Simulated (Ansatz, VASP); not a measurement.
MnO2 in VASP and in Ansatz

Contents of POSCAR:

```
MnO2
1.0
    2.8565781800      0.0000000000      0.0000000000
   -1.4282890900      2.4738692700      0.0000000000
    0.0000000000      0.0000000000      4.6013740600
Mn O
1 2
Direct
   -0.0350069187      0.0000000000      0.5000000000
    0.6666666667      0.3333333333      0.2937074300
    0.3333333333      0.6666666667      0.7062925700
```

Contents of INCAR.step1:

```
SYSTEM = MnO2
ALGO = Normal ; EDIFF = 1E-4
ENCUT = 520 ; GGA = PE
ISMEAR = 1 ; ISPIN = 2
LASPH = .True. ; LCHARG = .False.
LMAXMIX = 4 ; LREAL = .False.
LWAVE = .True. ; MAGMOM = 5.2 0 0
NBANDS = 24 ; NELM = 150
PREC = Accurate ; SIGMA = 0.05
```

INCAR.step2

```
SYSTEM = MnO2
ALGO = Normal ; EDIFF = 1E-6
ENCUT = 520 ; ISIF = 2
ISMEAR = 1 ; ISPIN = 2
ISTART = 1 ; LASPH = .True.
LCHARG = .False. ; LMAXMIX = 4
LMIXTAU = .True. ; LORBIT = 11
LREAL = .False. ; LWAVE = .False.
MAGMOM = 5.2 0 0 ; METAGGA = R2SCAN
NBANDS = 24 ; NELM = 150
PREC = Accurate ; SIGMA = 0.05
```

File KPOINTS:

```
k-points
0
Gamma
  9 9 5
  0 0 0
```

Input for Ansatz:

```yaml
crystal:
  lattice:
    - [2.85657818, 0.0, 0.0]
    - [-1.42828909, 2.47386927, 0.0]
    - [0.0, 0.0, 4.60137406]
  atoms:
    - { symbol: Mn, position: [-0.03500691866238368, 0.0, 0.5] }
    - { symbol: O, position: [0.6666666666666666, 0.3333333333333333, 0.29370743] }
    - { symbol: O, position: [0.3333333333333333, 0.6666666666666666, 0.70629257] }
accuracy: low
basis:
  ecutwfc: 630.0
kpoints:
  mp_grid:
    grid: [9, 9, 5]
    shift: [0.0, 0.0, 0.0]
hamiltonian:
  xc: r2scan
  pseudopotentials:
    kind: paw
magnetization:
  spin_polarized: true
  per_species:
    Mn: 5.2
scf:
  n_extra_bands: 16
  mixing:
    algorithm: msr1
    beta: 0.1
  occupations:
    method: cold
    width: 0.05
output:
  forces: true
```

Alike in both runs: task single point; functional r2SCAN; k mesh 9 × 9 × 5; collinear spin.

|  | VASP | Ansatz |
| --- | --- | --- |
| version | VASP 6.6.1 | Ansatz 0.2.0 |
| potentials or method | VASP PAW PBE potentials, release 64 (Mn_pv, O), cutoff 520 eV | plane waves, PAW |
| occupations | methfessel-paxton of order 1, width 0.05 eV | cold, width 0.05 eV |
| valence electrons in the cell | 25 | 27 |

```tsv
	VASP	Ansatz	Ansatz less VASP
rms of the force components (eV/Å)	0.660	0.605	-0.0543
net moment per atom (μB)	1.00	1.00	0.000
size of the moment on the site where the two differ most (μB)	2.91	2.52	-0.398
```

VASP's potentials were made for PBE, not for r2SCAN. Site moments also hang on the region over which each program counts them. Atom by atom the forces differ by 0.069 eV/Å (rms over components). VASP's potentials hold 25 valence electrons a cell and Ansatz's 27, so a difference there can come from the potentials and not from the codes. Ansatz's warnings: given moment on shells, stability check not made.
